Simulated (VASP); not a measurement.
Wanted: the native input for a VASP 6.6.1 run.

```
Task                   : single point
Functional             : r2SCAN
Potentials or basis    : VASP PAW PBE potentials, release 64 (Ba_sv, S)
Cutoff                 : 520 eV
k mesh                 : 6 × 6 × 6
Occupations            : gaussian, width 0.01 eV
Spin                   : no spin polarisation
Dipole correction      : no
Further INCAR settings : ALGO = Normal; EDIFF = 1e-06; NBANDS = 15
```

BaS:

```
CELL_PARAMETERS angstrom
3.83376 0.00000 0.00000
0.00000 3.83376 0.00000
0.00000 0.00000 3.89050
ATOMIC_POSITIONS crystal
Ba 0.00000 0.00000 0.00000
S 0.50000 0.50000 0.50000
```

This cell differs from its parent crystal: uniaxial z strain +1.5%.

These files were run (other wordings do the same):

POSCAR

```
BaS
1.0
    3.8337582655      0.0000000000      0.0000000000
    0.0000000000      3.8337582655      0.0000000000
    0.0000000000      0.0000000000      3.8904978878
Ba S
1 1
Direct
    0.0000000000      0.0000000000      0.0000000000
    0.5000000000      0.5000000000      0.5000000000
```

INCAR.step1

```
SYSTEM = BaS
PREC     = Accurate       ! precision mode
ENCUT    = 520            ! plane-wave cutoff, eV
ISMEAR   = 0              ! smearing method
SIGMA    = 0.01           ! smearing width, eV
LREAL    = .False.        ! projectors in reciprocal space
LASPH    = .True.         ! aspherical terms in the spheres
NELM     = 60             ! most SCF steps
NBANDS   = 15             ! bands
GGA      = PE             ! functional
ALGO     = Normal         ! electronic algorithm
EDIFF    = 1E-4           ! SCF threshold, eV
LWAVE    = .True.         ! write WAVECAR
LCHARG   = .False.        ! write CHGCAR
```

INCAR.step2

```
SYSTEM = BaS
PREC     = Accurate       ! precision mode
ENCUT    = 520            ! plane-wave cutoff, eV
EDIFF    = 1E-6           ! SCF threshold, eV
ISMEAR   = 0              ! smearing method
SIGMA    = 0.01           ! smearing width, eV
LREAL    = .False.        ! projectors in reciprocal space
LASPH    = .True.         ! aspherical terms in the spheres
NELM     = 60             ! most SCF steps
ALGO     = Normal         ! electronic algorithm
ISIF     = 2              ! what is computed and relaxed
LWAVE    = .False.        ! write WAVECAR
LCHARG   = .False.        ! write CHGCAR
METAGGA  = R2SCAN         ! meta-GGA
LMIXTAU  = .True.       
NBANDS   = 15             ! bands
ISTART   = 1
```

KPOINTS

```
regular mesh
0
Gamma
  6 6 6
  0 0 0
```

Potentials or basis: VASP PAW PBE potentials, release 64 (Ba_sv, S).

Run with:

```sh
$ cat potpaw_PBE.64/Ba_sv/POTCAR potpaw_PBE.64/S/POTCAR > POTCAR
$ cp INCAR.step1 INCAR
$ mpirun -np 1 vasp_std > vasp.out
$ cp INCAR.step2 INCAR
$ mpirun -np 1 vasp_std > vasp.out
```

It gave:

| Quantity | Value |
| --- | --- |
| Pressure | 0.2 GPa |
| Band gap on the k mesh | 1.79 eV, indirect (least direct gap 1.90 eV) |

Caveat: the cell differs from its parent crystal (uniaxial z strain +1.5%); the PAW data sets were made with another functional, which shifts forces and pressure a little; spin-orbit coupling is left out, which moves the levels of the heavy elements.

Wall time 84 s on 1 thread of Intel(R) Xeon(R) Platinum 8488C (Sapphire Rapids), with other jobs on the host, peak memory 0.19 GiB.
